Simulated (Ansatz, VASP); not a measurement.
Two plane-wave programs on Sr6Te

The input INCAR:

```
PREC     = Accurate       # precision mode
ENCUT    = 520            # plane-wave cutoff, eV
EDIFF    = 1E-6           # SCF threshold, eV
ISMEAR   = 0              # smearing method
SIGMA    = 0.1            # smearing width, eV
LREAL    = F              # projectors in reciprocal space
LASPH    = T              # aspherical terms in the spheres
NELM     = 100            # most SCF steps
ALGO     = Normal         # electronic algorithm
ISIF     = 2              # what is computed and relaxed
LWAVE    = F              # write WAVECAR
LCHARG   = F              # write CHGCAR
GGA      = PE             # functional
NBANDS   = 42             # bands
```

KPOINTS

```
regular mesh
0
Gamma
  4 4 4
```

POSCAR

```
Sr6Te
1.0
    5.8563213200      0.0000000000      0.0000000000
    0.0000000000      5.8563213200      0.0000000000
    0.0000000000      0.0000000000      5.8563213200
Sr Te
6 1
Direct
    0.8001218400      0.5000000000      0.5000000000
    0.1998781600      0.5000000000      0.5000000000
    0.5000000000      0.5000000000      0.8001218400
    0.5000000000      0.5000000000      0.1998781600
    0.5000000000      0.1998781600      0.5000000000
    0.5000000000      0.8001218400      0.5000000000
    0.0000000000      0.0000000000      0.0000000000
```

Input for Ansatz:

```yaml
crystal:
  lattice:
    - [5.85632132, 0.0, 0.0]
    - [0.0, 5.85632132, 0.0]
    - [0.0, 0.0, 5.85632132]
  atoms:
    - { symbol: Sr, position: [0.80012184, 0.5, 0.5] }
    - { symbol: Sr, position: [0.19987816, 0.5, 0.5] }
    - { symbol: Sr, position: [0.5, 0.5, 0.80012184] }
    - { symbol: Sr, position: [0.5, 0.5, 0.19987816] }
    - { symbol: Sr, position: [0.5, 0.19987816, 0.5] }
    - { symbol: Sr, position: [0.5, 0.80012184, 0.5] }
    - { symbol: Te, position: [0.0, 0.0, 0.0] }
basis:
  ecutwfc: 420
kpoints:
  mp_grid: { grid: [4, 4, 4] }
hamiltonian:
  xc: pbe
scf:
  occupations: { method: gaussian, width: 0.1 }
  lower_state_search: "off"
output:
  forces: true
  stress: true
  eigenvalues: true
```

Change from the starting cell: species swapped into the LaB6 type (Pm-3m, No. 221).

Alike in both runs: task single point; functional PBE; k mesh 4 × 4 × 4; occupations gaussian, width 0.1 eV; no spin polarisation.

|  | VASP | Ansatz |
| --- | --- | --- |
| version | VASP 6.6.1 | Ansatz 0.2.0 |
| potentials or method | VASP PAW PBE potentials, release 64 (Sr_sv, Te), cutoff 520 eV | scalar-relativistic, plane waves, PAW |
| valence electrons in the cell | 66 | 76 |

VASP gave:

```
rms of the force components (eV/Å) : 1.645
```

Q: Estimate Ansatz's values.

A: rms of the force components (eV/Å): 1.439.

Atom by atom the forces differ by 0.207 eV/Å (rms over components). With one functional, cell and mesh, what is left measures potentials, basis and numerics. VASP's potentials hold 66 valence electrons a cell and Ansatz's 76, so a difference there can come from the potentials and not from the codes.

Neither program's run includes spin-orbit coupling.
